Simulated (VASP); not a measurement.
# CaB6 (Pm-3m) in VASP: vibrations by perturbation theory with PBE

Aim: the vibrations by perturbation theory of CaB6 with PBE.

All numbers are computed with VASP 6.6.1; they aren't measurements. Logs are shortened: lines on timing, memory, paths and dates and some standing lists are left out, and cuts for length are marked.

## (1) The cell of the first run

The structure is cubic, space group Pm-3m (No. 221). The conventional cell has a = 4.148 Å, b = 4.148 Å, c = 4.148 Å, α = 90.00°, β = 90.00°, γ = 90.00°. Within 4.2 Å of Ca (site symmetry m-3m) lie 24 B at 3.05 Å and 6 Ca at 4.15 Å. B (site symmetry 4mm) has 5 B at 1.67 to 1.75 Å within 2.2 Å.

## (2) Vibrations by perturbation theory, PBE

INCAR

```
PREC = Accurate
ENCUT = 520
EDIFF = 1E-8
ISMEAR = 0
SIGMA = 0.01
LREAL = F
LASPH = T
NELM = 100
ALGO = Normal
ISIF = 2
LWAVE = F
LCHARG = F
GGA = PE
NBANDS = 23
IBRION = 8
NSW = 1
```

KPOINTS

```
regular mesh
0
Gamma
  8 8 8
```

POSCAR

```
CaB6
1.0
    4.1477817035      0.0000000000      0.0000000000
    0.0000000000      4.1477817035      0.0000000000
    0.0000000000      0.0000000000      4.1477817035
Ca B
1 6
Direct
    0.0000000000      0.0000000000      0.0000000000
    0.2017946777      0.5000000000      0.5000000000
    0.5000000000      0.2017946777      0.5000000000
    0.7982053223      0.5000000000      0.5000000000
    0.5000000000      0.7982053223      0.5000000000
    0.5000000000      0.5000000000      0.2017946777
    0.5000000000      0.5000000000      0.7982053223
```

Potentials or basis: VASP PAW PBE potentials, release 64 (Ca_sv, B).

On the command line:

```console
> cat potpaw_PBE.64/Ca_sv/POTCAR potpaw_PBE.64/B/POTCAR > POTCAR
> mpirun -np 1 vasp_std > vasp.out
```

OUTCAR:

```text
PREC = Accurate
   ENCUT = 520
   EDIFF = 1E-8
   ISMEAR = 0
   LREAL = F
   LASPH = T
   NELM = 100
   ISIF = 2
   GGA = PE
   IBRION = 8
   NSW = 1

 ion  position               nearest neighbor table
   1  0.000  0.000  0.000-
   2  0.202  0.500  0.500-   4 1.67   3 1.75   5 1.75   6 1.75   7 1.75
   3  0.500  0.202  0.500-   5 1.67   4 1.75   2 1.75   6 1.75   7 1.75
   4  0.798  0.500  0.500-   2 1.67   3 1.75   5 1.75   6 1.75   7 1.75
   5  0.500  0.798  0.500-   3 1.67   2 1.75   4 1.75   6 1.75   7 1.75
   6  0.500  0.500  0.202-   7 1.67   3 1.75   4 1.75   5 1.75   2 1.75
   7  0.500  0.500  0.798-   6 1.67   3 1.75   4 1.75   5 1.75   2 1.75

  LATTYP: Found a simple cubic cell.
 ALAT       =     4.1477817035

  Lattice vectors:

 A1 = (   4.1477817035,   0.0000000000,   0.0000000000)
 A2 = (   0.0000000000,   4.1477817035,   0.0000000000)
 A3 = (   0.0000000000,   0.0000000000,   4.1477817035)

Analysis of symmetry for initial positions (statically):
[... 898 lines left out ...]
  2X    -0.164993    0.000000    0.000000  -38.204819    0.000000   -0.000000    5.097731   -2.262248   -0.000000   17.978889   -0.000000   -0.000000    5.097731    2.262248   -0.000000    5.097731    0.000000   -2.262248    5.097731    0.000000    2.262248
  2Y    -0.000000    0.422227    0.000000    0.000000  -14.398849    0.000000   -2.604343    5.095863    0.000000    0.000000    4.697595    0.000000    2.604343    5.095863    0.000000    0.000000   -0.456350   -0.000000    0.000000   -0.456350    0.000000
  2Z     0.000000    0.000000    0.422227   -0.000000    0.000000  -14.398849   -0.000000    0.000000   -0.456350   -0.000000    0.000000    4.697595   -0.000000   -0.000000   -0.456350   -2.604343    0.000000    5.095863    2.604343    0.000000    5.095863
  3X     0.422227    0.000000    0.000000    5.095863   -2.604343    0.000000  -14.398849   -0.000000    0.000000    5.095863    2.604343    0.000000    4.697595   -0.000000    0.000000   -0.456350   -0.000000    0.000000   -0.456350   -0.000000   -0.000000
  3Y     0.000000   -0.164993   -0.000000   -2.262248    5.097731   -0.000000    0.000000  -38.204819   -0.000000    2.262248    5.097731   -0.000000   -0.000000   17.978889   -0.000000    0.000000    5.097731   -2.262248    0.000000    5.097731    2.262248
  3Z     0.000000    0.000000    0.422227   -0.000000    0.000000   -0.456350    0.000000    0.000000  -14.398849    0.000000    0.000000   -0.456350    0.000000    0.000000    4.697595    0.000000   -2.604343    5.095863    0.000000    2.604343    5.095863
  4X    -0.164993    0.000000    0.000000   17.978889   -0.000000   -0.000000    5.097731    2.262248   -0.000000  -38.204819    0.000000   -0.000000    5.097731   -2.262248   -0.000000    5.097731    0.000000    2.262248    5.097731    0.000000   -2.262248
  4Y    -0.000000    0.422227    0.000000    0.000000    4.697595    0.000000    2.604343    5.095863    0.000000    0.000000  -14.398849    0.000000   -2.604343    5.095863    0.000000    0.000000   -0.456350    0.000000    0.000000   -0.456350   -0.000000
  4Z     0.000000    0.000000    0.422227   -0.000000    0.000000    4.697595   -0.000000   -0.000000   -0.456350   -0.000000    0.000000  -14.398849   -0.000000    0.000000   -0.456350    2.604343    0.000000    5.095863   -2.604343    0.000000    5.095863
  5X     0.422227    0.000000    0.000000    5.095863    2.604343    0.000000    4.697595   -0.000000    0.000000    5.095863   -2.604343    0.000000  -14.398849   -0.000000    0.000000   -0.456350   -0.000000   -0.000000   -0.456350   -0.000000    0.000000
  5Y     0.000000   -0.164993   -0.000000    2.262248    5.097731   -0.000000   -0.000000   17.978889   -0.000000   -2.262248    5.097731   -0.000000    0.000000  -38.204819   -0.000000    0.000000    5.097731    2.262248    0.000000    5.097731   -2.262248
  5Z     0.000000    0.000000    0.422227    0.000000    0.000000   -0.456350    0.000000    0.000000    4.697595   -0.000000    0.000000   -0.456350    0.000000    0.000000  -14.398849    0.000000    2.604343    5.095863    0.000000   -2.604343    5.095863
  6X     0.422227    0.000000    0.000000    5.095863    0.000000   -2.604343   -0.456350   -0.000000    0.000000    5.095863    0.000000    2.604343   -0.456350    0.000000    0.000000  -14.398849    0.000000    0.000000    4.697595    0.000000    0.000000
  6Y     0.000000    0.422227    0.000000   -0.000000   -0.456350    0.000000    0.000000    5.095863   -2.604343    0.000000   -0.456350    0.000000    0.000000    5.095863    2.604343    0.000000  -14.398849    0.000000    0.000000    4.697595    0.000000
  6Z    -0.000000    0.000000   -0.164993   -2.262248    0.000000    5.097731    0.000000   -2.262248    5.097731    2.262248    0.000000    5.097731    0.000000    2.262248    5.097731   -0.000000   -0.000000  -38.204819   -0.000000    0.000000   17.978889
  7X     0.422227    0.000000    0.000000    5.095863    0.000000    2.604343   -0.456350    0.000000    0.000000    5.095863    0.000000   -2.604343   -0.456350   -0.000000    0.000000    4.697595    0.000000    0.000000  -14.398849    0.000000    0.000000
  7Y     0.000000    0.422227    0.000000    0.000000   -0.456350    0.000000    0.000000    5.095863    2.604343   -0.000000   -0.456350    0.000000    0.000000    5.095863   -2.604343    0.000000    4.697595    0.000000    0.000000  -14.398849    0.000000
  7Z    -0.000000    0.000000   -0.164993    2.262248    0.000000    5.097731    0.000000    2.262248    5.097731   -2.262248    0.000000    5.097731    0.000000   -2.262248    5.097731   -0.000000    0.000000   17.978889   -0.000000   -0.000000  -38.204819

 Eigenvectors and eigenvalues of the dynamical matrix
 ----------------------------------------------------

   1 f  =   38.401702 THz   241.285007 2PiTHz 1280.942884 cm-1   158.816605 meV
             X         Y         Z           dx          dy          dz
      0.000000  0.000000  0.000000     0.000000   -0.000000    0.000000
      0.837000  2.073891  2.073891    -0.408248    0.000000   -0.000000
      2.073891  0.837000  2.073891    -0.000000   -0.408248   -0.000000
      3.310781  2.073891  2.073891     0.408248    0.000000   -0.000000
      2.073891  3.310781  2.073891     0.000000    0.408248   -0.000000
      2.073891  2.073891  0.837000     0.000000   -0.000000   -0.408248
      2.073891  2.073891  3.310781    -0.000000    0.000000    0.408248
[... 191 lines left out ...]
  21 f/i=    0.015966 THz     0.100315 2PiTHz    0.532556 cm-1     0.066029 meV
             X         Y         Z           dx          dy          dz
      0.000000  0.000000  0.000000    -0.317656   -0.521895   -0.066421
      0.837000  2.073891  2.073891    -0.166462   -0.273491   -0.034807
      2.073891  0.837000  2.073891    -0.166463   -0.273489   -0.034807
      3.310781  2.073891  2.073891    -0.166462   -0.273491   -0.034807
      2.073891  3.310781  2.073891    -0.166463   -0.273489   -0.034807
      2.073891  2.073891  0.837000    -0.166463   -0.273491   -0.034807
      2.073891  2.073891  3.310781    -0.166463   -0.273491   -0.034807

--------------------------------------------------------------------------------------------------------

 ELASTIC MODULI CONTR FROM IONIC RELAXATION (kBar)
 Direction    XX          YY          ZZ          XY          YZ          ZX
 --------------------------------------------------------------------------------
 XX         -90.0410    -32.2859    -32.2859     -0.0000     -0.0000      0.0000
 YY         -32.2859    -90.0410    -32.2859     -0.0000      0.0000     -0.0000
 ZZ         -32.2859    -32.2859    -90.0410     -0.0000     -0.0000      0.0000
 XY          -0.0000     -0.0000     -0.0000   -465.5688     -0.0000      0.0000
 YZ          -0.0000      0.0000     -0.0000     -0.0000   -465.5688     -0.0000
 ZX           0.0000     -0.0000      0.0000      0.0000     -0.0000   -465.5688
 --------------------------------------------------------------------------------
```

stdout:

```text
POSCAR found type information on POSCAR CaB
 POSCAR found :  2 types and       7 ions
 scaLAPACK will be used
 LDA part: xc-table for (Slater+PW92), standard interpolation
 POSCAR, INCAR and KPOINTS ok, starting setup
 FFT: planning ... GRIDC
 FFT: planning ... GRID_SOFT
 FFT: planning ... GRID
 WAVECAR not read
 entering main loop
 Linear response reoptimize wavefunctions to high precision
 Linear response DOF=           3
 Linear response progress:
 first order change of Fermi-energy  -0.31169E-03
 force on displaced ion       1 direction 1 :  -1.383  -0.000  -0.000
 Linear response progress:
 first order change of Fermi-energy  -0.17277E+01
 force on displaced ion       2 direction 1 : -38.205  -0.000  -0.000
 Linear response progress:
 first order change of Fermi-energy   0.12720E-04
 force on displaced ion       2 direction 2 :   0.000 -14.399   0.000
 Linear response finished
```

Wall time 21 min (1 thread of Intel Xeon 8259CL, shared host); peak memory 0.69 GiB.

What came out:

* Highest phonon frequency at Γ: 1281 cm⁻¹

Phonon frequencies in cm⁻¹ (negative: imaginary):
| q point | frequencies |
| --- | --- |
| (0.000, 0.000, 0.000) | -1 -1 -1 122 122 122 470 470 470 591 591 591 782 782 782 878 878 878 1140 1140 1281 |
